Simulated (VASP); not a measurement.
Wanted: the native input for a VASP 6.6.1 run.

* Task: single point
* Functional: PBEsol
* Potentials or basis: VASP PAW PBE potentials, release 64 (C)
* Cutoff: 520 eV
* k mesh: 6 × 6 × 9
* Occupations: gaussian, width 0.1 eV
* Spin: no spin polarisation
* Dipole correction: no
* Further INCAR settings: ALGO = Normal; EDIFF = 1e-07; NBANDS = 26

The structure of C lies in POSCAR:

```
C
1.0
    2.1152110000     -4.3593110000      0.0000000000
    2.1152110000      4.3593110000      0.0000000000
    0.0000000000      0.0000000000      2.4995960000
C
8
Direct
    0.6482150000      0.9813910000      0.0000000000
    0.3517850000      0.0186090000      0.0000000000
    0.0186090000      0.3517850000      0.0000000000
    0.9813910000      0.6482150000      0.0000000000
    0.4047290000      0.2263750000      0.5000000000
    0.5952710000      0.7736250000      0.5000000000
    0.7736250000      0.5952710000      0.5000000000
    0.2263750000      0.4047290000      0.5000000000
```

One way to write it, as run:

INCAR

```
SYSTEM = C
PREC = Accurate ; ENCUT = 520
EDIFF = 1E-7 ; ISMEAR = 0
SIGMA = 0.1 ; LREAL = .False.
LASPH = .True. ; NELM = 60
ALGO = Normal ; ISIF = 2
LWAVE = .False. ; LCHARG = .True.
GGA = PS ; LELF = .True.
LVHAR = .True. ; NBANDS = 26
```

KPOINTS

```
regular mesh
0
Gamma
  6 6 9
  0 0 0
```

Potentials or basis: VASP PAW PBE potentials, release 64 (C).

Run with:

```bash
$ cat potpaw_PBE.64/C/POTCAR > POTCAR
$ mpirun -np 1 vasp_std > vasp.out
```

It gave:

The pressure is 1.7 GPa, the largest force is 0.060 eV/Å and the band gap on the k mesh is 3.10 eV, indirect (least direct gap 4.83 eV).

Caveat: the PAW data sets were made with another functional, which shifts forces and pressure a little.

It took 77 s on 1 thread of Intel(R) Xeon(R) Platinum 8259CL CPU @ 2.50GHz (Skylake/Cascade Lake), with other jobs on the host, peak memory 0.19 GiB.
